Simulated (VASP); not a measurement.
# BC4 in VASP: notebook

The runs below take BC4 through single point, with PBE.

All numbers are computed with VASP 6.6.1; they aren't measurements. Logs are shortened: lines on timing, memory, paths and dates and some standing lists are left out, and cuts for length are marked.

## (1) The cell of the first run

The cell holds a sheet with vacuum, 5 atoms: a = 2.898 Å, b = 4.341 Å, c = 26.284 Å, α = 90.00°, β = 90.00°, γ = 90.00°.

The cell was built from a structure type or drawn by symmetry, and may not be a known phase.

## (2) Single point, PBE

The input, INCAR:

```
SYSTEM = BC4
ALGO = Normal ; DIPOL = 0.5 0.5 0.304
EDIFF = 1E-6 ; ENCUT = 910
GGA = PE ; GGA_COMPAT = .False.
IDIPOL = 3 ; ISIF = 2
ISMEAR = 0 ; LASPH = .True.
LCHARG = .False. ; LDIPOL = .True.
LREAL = .False. ; LWAVE = .False.
NBANDS = 18 ; NELM = 120
NELMDL = -8 ; PREC = Accurate
SIGMA = 0.1
```

The input, KPOINTS:

```
k-points
0
Gamma
  6 4 1
  0 0 0
```

The input, POSCAR:

```
BC4
1.0
    2.8975320543      0.0000000000      0.0000000000
    0.0000000000      4.3407005323      0.0000000000
    0.0000000000      0.0000000000     26.2844102400
B C
1 4
Direct
    0.0000000000      0.5000000000      0.3043629257
    0.7518030940      0.0000000000      0.3331168992
    0.2481969060      0.0000000000      0.3331168992
    0.2481969060      0.0000000000      0.2756089521
    0.7518030940      0.0000000000      0.2756089521
```

Potentials or basis: VASP PAW PBE potentials, release 64 (B_h, C_h).

Run with:

```bash
$ cat potpaw_PBE.64/B_h/POTCAR potpaw_PBE.64/C_h/POTCAR > POTCAR
$ mpirun -np 1 vasp_std > vasp.out
```

OUTCAR:

```text
SYSTEM = BC4
   EDIFF = 1E-6
   ENCUT = 910
   GGA = PE
   ISIF = 2
   ISMEAR = 0
   LASPH = .True.
   LREAL = .False.
   NELM = 120
   NELMDL = -8
   PREC = Accurate

 ion  position               nearest neighbor table
   1  0.000  0.500  0.304-
   2  0.752  0.000  0.333-   3 1.44   3 1.46   5 1.51
   3  0.248  0.000  0.333-   2 1.44   2 1.46   4 1.51
   4  0.248  0.000  0.276-   5 1.44   5 1.46   3 1.51
   5  0.752  0.000  0.276-   4 1.44   4 1.46   2 1.51

  LATTYP: Found a simple orthorhombic cell.
 ALAT       =     2.8975320543
 B/A-ratio  =     1.4980681666
 C/A-ratio  =     9.0713095653

  Lattice vectors:

 A1 = (   2.8975320543,   0.0000000000,   0.0000000000)
 A2 = (   0.0000000000,   4.3407005323,   0.0000000000)
 A3 = (   0.0000000000,   0.0000000000,  26.2844102400)

Analysis of symmetry for initial positions (statically):
=====================================================================
 Subroutine PRICEL returns:
 Original cell was already a primitive cell.

 Routine SETGRP: Setting up the symmetry group for a
 simple orthorhombic supercell.

 Subroutine GETGRP returns: Found  8 space group operations
 (whereof  4 operations were pure point group operations)
 out of a pool of  8 trial point group operations.

The static configuration has the point symmetry C_2v.
 The point group associated with its full space group is D_2h.

Analysis of symmetry for dynamics (positions and initial velocities):
=====================================================================
 Subroutine PRICEL returns:
 Original cell was already a primitive cell.

 Routine SETGRP: Setting up the symmetry group for a
 simple orthorhombic supercell.

 Subroutine GETGRP returns: Found  8 space group operations
 (whereof  4 operations were pure point group operations)
 out of a pool of  8 trial point group operations.

The dynamic configuration has the point symmetry C_2v.
 The point group associated with its full space group is D_2h.

 Subroutine INISYM returns: Found  8 space group operations
 (whereof  4 operations are pure point group operations),
 and found     1 'primitive' translations

----------------------------------------------------------------------------------------

                                     Primitive cell

  volume of cell :     330.5874

  direct lattice vectors                    reciprocal lattice vectors
     2.897532054  0.000000000  0.000000000     0.345121290  0.000000000  0.000000000
     0.000000000  4.340700532  0.000000000     0.000000000  0.230377561  0.000000000
     0.000000000  0.000000000 26.284410240     0.000000000  0.000000000  0.038045366

  length of vectors
     2.897532054  4.340700532 26.284410240     0.345121290  0.230377561  0.038045366

  position of ions in fractional coordinates (direct lattice)
     0.000000000  0.500000000  0.304362926
     0.751803094  0.000000000  0.333116899
     0.248196906  0.000000000  0.333116899
     0.248196906  0.000000000  0.275608952
     0.751803094  0.000000000  0.275608952

  ion indices of the primitive-cell ions
   primitive index   ion index
                 1           1
                 2           2
                 3           3
                 4           4
                 5           5

----------------------------------------------------------------------------------------

 KPOINTS: k-points

Automatic generation of k-mesh.
 Grid dimensions read from file:
 generate k-points for:    6    4    1

 Generating k-lattice:

  Cartesian coordinates                     Fractional coordinates (reciprocal lattice)
     0.057520215  0.000000000  0.000000000     0.166666667  0.000000000  0.000000000
     0.000000000  0.057594390  0.000000000     0.000000000  0.250000000  0.000000000
     0.000000000  0.000000000  0.038045366     0.000000000  0.000000000  1.000000000

  Length of vectors
     0.057520215  0.057594390  0.038045366

  Shift w.r.t. Gamma in fractional coordinates (k-lattice)
     0.000000000  0.000000000  0.000000000

 Subroutine IBZKPT returns following result:
 ===========================================

 Found     12 irreducible k-points:

 Following reciprocal coordinates:
            Coordinates               Weight
  0.000000  0.000000  0.000000      1.000000
  0.166667  0.000000  0.000000      2.000000
  0.333333  0.000000  0.000000      2.000000
  0.500000  0.000000  0.000000      1.000000
  0.000000  0.250000  0.000000      2.000000
  0.166667  0.250000  0.000000      4.000000
  0.333333  0.250000  0.000000      4.000000
  0.500000  0.250000  0.000000      2.000000
  0.000000  0.500000  0.000000      1.000000
  0.166667  0.500000  0.000000      2.000000
  0.333333  0.500000  0.000000      2.000000
  0.500000  0.500000  0.000000      1.000000
   k-points           NKPTS =     12   k-points in BZ     NKDIM =     12   number of bands    NBANDS=     18
   number of dos      NEDOS =    301   number of ions     NIONS =      5
   total plane-waves  NPLWV = 388800
   dimension x,y,z NGX =    30 NGY =   48 NGZ =  270
   dimension x,y,z NGXF=    60 NGYF=   96 NGZF=  540
   ions per type =               1   4
   NGX,Y,Z   is equivalent  to a cutoff of  17.21, 18.38, 17.08 a.u.
   NGXF,Y,Z  is equivalent  to a cutoff of  34.43, 36.77, 34.15 a.u.
 SYSTEM =  BC4
   PREC   = accura    normal or accurate (medium, high low for compatibility)
   ISTART =      0    job   : 0-new  1-cont  2-samecut
   ICHARG =      2    charge: 1-file 2-atom 10-const
   ISPIN  =      1    spin polarized calculation?
   LNONCOLLINEAR =      F non collinear calculations
   LSORBIT =      F    spin-orbit coupling
   LASPH  =      T    aspherical Exc in radial PAW
   ENCUT  =  910.0 eV  66.88 Ry    8.18 a.u.   7.13 10.68 64.65*2*pi/ulx,y,z
   NELM   =    120;   NELMIN=  2; NELMDL= -8     # of ELM steps
   EDIFF  = 0.1E-05   stopping-criterion for ELM
   LREAL  =      F    real-space projection
   EDIFFG = 0.1E-04   stopping-criterion for IOM
   NSW    =      0    number of steps for IOM
   IBRION =     -1    ionic relax: 0-MD 1-quasi-New 2-CG
   NFREE  =      0    steps in history (QN), initial steepest desc. (CG)
   ISIF   =      2    stress and relaxation
   ISYM   =      2    0-nonsym 1-usesym 2-fastsym
   POTIM  = 0.5000    time-step for ionic-motion
   TEBEG  =    0.0;   TEEND  =   0.0 temperature during run
   PSTRESS=    0.0 pullay stress
   NELECT =      19.0000    total number of electrons
   NUPDOWN=      -1.0000    fix difference up-down
   EMIN   =  10.00;   EMAX   =-10.00  energy-range for DOS
   EFERMI =   0.00;   METHOD = LEGACY
   ISMEAR =     0;   SIGMA  =   0.10  broadening in eV -4-tet -1-fermi 0-gaus
   EFERMI_NEDOS =   21; number of points for ismear=-14 and -15
   IALGO  =     38    algorithm
   IMIX   =      4    mixing-type and parameters
     AMIX     =   0.40;   BMIX     =  1.00
     AMIX_MAG =   1.60;   BMIX_MAG =  1.00
  volume/ion in A,a.u.               =      66.12       446.18
  Fermi-wavevector in a.u.,A,eV,Ry     =   0.631777  1.193886  5.430662  0.399142
  Thomas-Fermi vector in A             =   1.694868
   LORBIT       =      0    0 simple, 1 ext, 2 COOP (PROOUT), +10 PAW based schemes
   GGA     = PE    functional components
   LHFCALC =     F    Hartree Fock is set to
   AEXX    =    0.0000 exact exchange contribution
   IVDW    =     0    specifies the selected vdW correction
   LEPSILON=     F    determine dielectric tensor
   LRPA    =     F    only Hartree local field effects (RPA)
 non-spin polarized calculation
 Gauss-broadening in eV      SIGMA  =   0.10
  energy-cutoff  :      910.00
  volume of cell :      330.59
 maximum number of plane-waves:     20686
 NGX is ok and might be reduce to    30
   NGX = 15   NGY = 21   NGZ =129

 dipolmoment           0.000000      0.000000     -0.000004 electrons x Angstroem

 number of electron      19.0000000 magnetization

 dipolmoment           0.000000      0.000000      0.000001 electrons x Angstroem

 Free energy of the ion-electron system (eV)
  ---------------------------------------------------
  ext. energy  EPLUGINS =         0.00000000
  ---------------------------------------------------
  free energy    TOTEN  =       -32.20611450 eV

  energy without entropy =      -32.19861273  energy(sigma->0) =      -32.20236361

 E-fermi :  -2.2543     XC(G=0):  -1.9193

 val. band max:       -2.6377355890   @ k =   0.3333   0.5000   0.0000
 cond. band min:      -2.2102357460   @ k =   0.1667   0.5000   0.0000
 fundamental gap:      0.4274998429
 Fermi energy:        -2.2542802782

 k-point     1 :       0.0000    0.0000    0.0000
  band No.  band energies     occupation
      1     -23.3600      2.00000
      2     -16.1193      2.00000
      3     -13.9087      2.00000
      4     -11.3690      2.00000
      5     -10.5178      2.00000
      6      -9.5121      2.00000
[... 10 lines left out ...]
     17       1.6699      0.00000
     18       2.2334      0.00000

 k-point     2 :       0.1667    0.0000    0.0000
  band No.  band energies     occupation
      1     -23.0047      2.00000
      2     -15.8147      2.00000
      3     -15.4035      2.00000
      4     -10.9220      2.00000
      5     -10.2371      2.00000
      6     -10.0933      2.00000
[... 10 lines left out ...]
     17       2.1250      0.00000
     18       2.1571      0.00000

 k-point     3 :       0.3333    0.0000    0.0000
  band No.  band energies     occupation
      1     -21.9528      2.00000
      2     -17.9354      2.00000
      3     -14.9285      2.00000
      4     -11.8322      2.00000
      5      -9.6167      2.00000
      6      -8.8483      2.00000
[... 160 lines left out ...]
 k-point    11 :       0.3333    0.5000    0.0000
  band No.  band energies     occupation
      1     -21.9057      2.00000
      2     -17.9028      2.00000
      3     -14.8623      2.00000
      4     -11.8011      2.00000
      5     -11.0615      2.00000
      6      -8.7712      2.00000
[... 10 lines left out ...]
     17       3.4992      0.00000
     18       4.3037      0.00000

 k-point    12 :       0.5000    0.5000    0.0000
  band No.  band energies     occupation
      1     -20.3988      2.00000
      2     -19.9673      2.00000
      3     -13.6207      2.00000
      4     -13.3480      2.00000
      5      -9.6384      2.00000
      6      -7.8354      2.00000
[... 10 lines left out ...]
     17       5.1543      0.00000
     18       5.7460      0.00000

------------------------ aborting loop because EDIFF is reached ----------------------------------------

 vacuum level on the upper side and lower side of the slab       (xc-potential included)        -0.008        -0.008

  FORCE on cell =-STRESS in cart. coord.  units (eV):
  Direction    XX          YY          ZZ          XY          YZ          ZX
  --------------------------------------------------------------------------------------
  -------------------------------------------------------------------------------------
  Total       -0.1271540     -0.0870028     -0.0227427      0.0000000      0.0000000      0.0000000
  in kB       -0.6162462     -0.4216552     -0.1102216      0.0000000      0.0000000      0.0000000
  external PRESSURE =      -0.3827077 kB  Pullay stress =       0.0000000 kB

 VOLUME and BASIS-vectors are now :
 -----------------------------------------------------------------------------
  energy-cutoff  :      910.00
  volume of cell :      330.59
      direct lattice vectors                 reciprocal lattice vectors
     2.897532054  0.000000000  0.000000000     0.345121290  0.000000000  0.000000000
     0.000000000  4.340700532  0.000000000     0.000000000  0.230377561  0.000000000
     0.000000000  0.000000000 26.284410240     0.000000000  0.000000000  0.038045366

 POSITION                                       TOTAL-FORCE (eV/Angst)
 -----------------------------------------------------------------------------------
      0.00000      2.17035      8.00000         0.000000      0.000000     -0.000000
      2.17837      0.00000      8.75578         0.000405      0.000000      0.017286
      0.71916      0.00000      8.75578        -0.000405      0.000000      0.017286
      0.71916      0.00000      7.24422        -0.000405      0.000000     -0.017286
      2.17837      0.00000      7.24422         0.000405      0.000000     -0.017286
 -----------------------------------------------------------------------------------
    total drift:                                0.000000     -0.000000     -0.000030

  FREE ENERGIE OF THE ION-ELECTRON SYSTEM (eV)
  ---------------------------------------------------
  free  energy   TOTEN  =       -32.2061144957 eV

  energy  without entropy=      -32.1986127255  energy(sigma->0) =      -32.20236361

 vacuum level on the upper side and lower side of the slab         1.345         1.346
```

It took 7 min on 1 thread of AMD EPYC 7R43 (Zen 3), shared host; peak memory 0.81 GiB.

Results:

- Free energy: -32.2061 eV
- Largest force: 0.017 eV/Å
- Band gap on the k mesh: zero (an odd number of electrons rules out a gap without spin polarisation)

Forces on the atoms (eV/Å):
```
B    0.000  0.000  0.000
C    0.000  0.000  0.017
C    0.000  0.000  0.017
C    0.000  0.000 -0.017
C    0.000  0.000 -0.017
```

Levels at points of the mesh, in eV from the Fermi level:
```
           k point  band 7  band 8  band 9  band 10  band 11  band 12
(0.00, 0.00, 0.00)   -5.76   -4.79   -3.25     0.24     2.53     3.29
(0.50, 0.00, 0.00)   -4.54   -4.17   -3.60    -1.30     0.43     0.94
(0.00, 0.50, 0.00)   -4.68   -4.51   -1.97     1.20     1.89     2.69
(0.50, 0.50, 0.00)   -4.72   -4.50   -1.45     0.42     0.93     1.69
```

Caveat: the k points lie up to 0.36 Å⁻¹ apart, too coarse for converged energies and pressures of a metal; the cutoff is under 1.25 times the usual one of these potentials, so pressure, stress and relaxed cells hold a basis-set (Pulay) error.

[end of part 1 of 3]
